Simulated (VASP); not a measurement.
# ZnCd3O4: single point with PBE

The system is ZnCd3O4.

```
CELL_PARAMETERS angstrom
3.51712 0.00000 0.00000
0.00000 3.51712 0.00000
0.00000 0.00000 10.10210
ATOMIC_POSITIONS crystal
Zn 0.50000 0.50000 0.00000
Cd 0.00000 0.00000 0.76680
Cd 0.00000 0.00000 0.23320
Cd 0.50000 0.50000 0.50000
O 0.50000 0.00000 0.90048
O 0.00000 0.50000 0.09952
O 0.50000 0.00000 0.36656
O 0.00000 0.50000 0.63344
```

| Item | Value |
| --- | --- |
| Program | VASP 6.6.1 |
| Task | single point |
| Functional | PBE |
| Potentials or basis | VASP PAW PBE potentials, release 64 (Zn, Cd_sv_GW, O) |
| Cutoff | 600 eV |
| k mesh | 10 × 10 × 4 |
| Occupations | gaussian, width 0.1 eV |
| Spin | no spin polarisation |

```yaml
Pressure: -0.3 GPa
Largest_force: 0.042 eV/Å
Band_gap_on_the_k_mesh: zero (filled and empty bands touch)
```

Forces on the atoms (eV/Å):
```
Zn   0.000  0.000  0.000
Cd   0.000  0.000 -0.004
Cd   0.000  0.000  0.004
Cd   0.000  0.000  0.000
O    0.000  0.000 -0.042
O    0.000  0.000  0.042
O    0.000  0.000  0.000
O    0.000  0.000  0.000
```

Levels at points of the mesh, in eV from the Fermi level:
```tsv
k point	band 46	band 47	band 48	band 49	band 50	band 51
(0.00, 0.00, 0.00)	-0.24	-0.20	-0.07	-0.07	2.63	2.83
(0.50, 0.00, 0.00)	-0.67	-0.63	-0.62	4.07	4.12	4.51
(0.50, 0.50, 0.00)	-1.82	-1.79	-1.65	4.84	4.84	6.61
(0.00, 0.00, 0.50)	-0.36	-0.25	-0.25	1.08	1.20	4.23
(0.50, 0.00, 0.50)	-0.67	-0.67	-0.62	4.14	4.14	4.51
(0.50, 0.50, 0.50)	-1.92	-1.75	-1.65	5.40	5.40	5.73
```

It took 7.1 min on 1 thread of AMD EPYC 9R45 96-Core Processor (Zen 5), on a shared host, peak memory 0.58 GiB.

Caveat: semilocal functionals underestimate gaps, so a narrow gap can read as zero.
